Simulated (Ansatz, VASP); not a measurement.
## Ge2Sb2Te5: VASP beside Ansatz

Contents of INCAR:

```
SYSTEM = Ge2Sb2Te5
ALGO = Normal
EDIFF = 1E-6
ENCUT = 520
GGA = PE
ISIF = 2
ISMEAR = 0
LASPH = .True.
LCHARG = .False.
LREAL = .False.
LWAVE = .False.
NBANDS = 44
NELM = 100
PREC = Accurate
SIGMA = 0.03
```

File KPOINTS:

```
k-points
0
Gamma
  9 9 2
  0 0 0
```

The input POSCAR:

```
Ge2Sb2Te5
1.0
    4.2629490295      0.0000000000      0.0000000000
   -2.1314745147      3.6918221546      0.0000000000
    0.0000000000      0.0000000000     18.0976006795
Ge Sb Te
2 2 5
Direct
    0.0000000000      0.0000000000      0.3313200918
    0.0000000000      0.0000000000      0.6686799082
    0.3333333333      0.6666666667      0.1120971408
    0.6666666667      0.3333333333      0.8879028592
    0.0000000000      0.0000000000      0.0000000000
    0.3333333333      0.6666666667      0.7914345914
    0.6666666667      0.3333333333      0.2085654086
    0.3333333333      0.6666666667      0.4096023866
    0.6666666667      0.3333333333      0.5903976134
```

Input for Ansatz:

```yaml
crystal:
  lattice:
    - [4.2629490295, 0.0, 0.0]
    - [-2.1314745147, 3.6918221546, 0.0]
    - [0.0, 0.0, 18.0976006795]
  atoms:
    - { symbol: Ge, position: [0.0, 0.0, 0.3313200918] }
    - { symbol: Ge, position: [0.0, 0.0, 0.6686799082] }
    - { symbol: Sb, position: [0.3333333333, 0.6666666667, 0.1120971408] }
    - { symbol: Sb, position: [0.6666666667, 0.3333333333, 0.8879028592] }
    - { symbol: Te, position: [0.0, 0.0, 0.0] }
    - { symbol: Te, position: [0.3333333333, 0.6666666667, 0.7914345914] }
    - { symbol: Te, position: [0.6666666667, 0.3333333333, 0.2085654086] }
    - { symbol: Te, position: [0.3333333333, 0.6666666667, 0.4096023866] }
    - { symbol: Te, position: [0.6666666667, 0.3333333333, 0.5903976134] }
basis:
  ecutwfc: 420
kpoints:
  mp_grid: { grid: [9, 9, 2] }
hamiltonian:
  xc: pbe
scf:
  occupations: { method: gaussian, width: 0.03 }
output:
  forces: true
  stress: true
  eigenvalues: true
```

Alike in both runs: task single point; functional PBE; k mesh 9 × 9 × 2; occupations gaussian, width 0.03 eV; no spin polarisation.

|  | VASP | Ansatz |
| --- | --- | --- |
| version | VASP 6.6.1 | Ansatz 0.2.0 |
| potentials or method | VASP PAW PBE potentials, release 64 (Ge_d, Sb, Te), cutoff 520 eV | scalar-relativistic, plane waves, PAW |
| valence electrons in the cell | 68 | 138 |

Ansatz gave:

- gap on the k mesh at the Fermi level (eV): 0.18
- least direct gap on the mesh (eV): 0.24
- pressure (GPa): 0.0
- rms of the force components (eV/Å): 0.001

Which values does VASP return?

gap on the k mesh at the Fermi level (eV): 0.17; least direct gap on the mesh (eV): 0.25; pressure (GPa): 0.0; rms of the force components (eV/Å): 0.008.

Atom by atom the forces differ by 0.009 eV/Å (rms over components). With one functional, cell and mesh, what is left measures potentials, basis and numerics. VASP's potentials hold 68 valence electrons a cell and Ansatz's 138, so a difference there can come from the potentials and not from the codes.

Neither program's run includes spin-orbit coupling.
